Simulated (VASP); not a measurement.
Write the native input for VASP 6.6.1 that does the following.

```
Task                   : single point
Functional             : PBE
Potentials or basis    : VASP PAW PBE potentials, release 64 (Si, C)
Cutoff                 : 600 eV
k mesh                 : 10 × 10 × 10
Occupations            : gaussian, width 0.01 eV
Spin                   : no spin polarisation
Dipole correction      : no
Further INCAR settings : ALGO = Normal; EDIFF = 1e-06; NBANDS = 11
```

The structure of SiC lies in POSCAR:

```
SiC
1.0
    0.0103112868      2.2014459917      2.1821212902
    2.2014459917      0.0103112868      2.1821212902
    2.2117572785      2.2117572785      0.0000000000
Si C
1 1
Direct
    0.0004156935      0.0004156935     -0.0004156935
    0.2495843065      0.2495843065      0.2504156935
```

One way to write it, as run:

INCAR

```
ALGO = Normal
EDIFF = 1E-6
ENCUT = 600
GGA = PE
GGA_COMPAT = F
ISIF = 2
ISMEAR = 0
LASPH = T
LCHARG = F
LREAL = F
LWAVE = F
NBANDS = 11
NELM = 120
PREC = Accurate
SIGMA = 0.01
```

KPOINTS

```
k-points
0
Gamma
  10 10 10
```

Potentials or basis: VASP PAW PBE potentials, release 64 (Si, C).

Launch:

```console
$ cat potpaw_PBE.64/Si/POTCAR potpaw_PBE.64/C/POTCAR > POTCAR
$ mpirun -np 1 vasp_std > vasp.out
```

It gave:

```
Pressure               : -1.6 GPa
Band gap on the k mesh : 1.28 eV (least direct gap 4.44 eV)
```

It took 48 s on 1 thread of Intel Xeon 8259CL (shared host), peak memory 0.18 GiB.
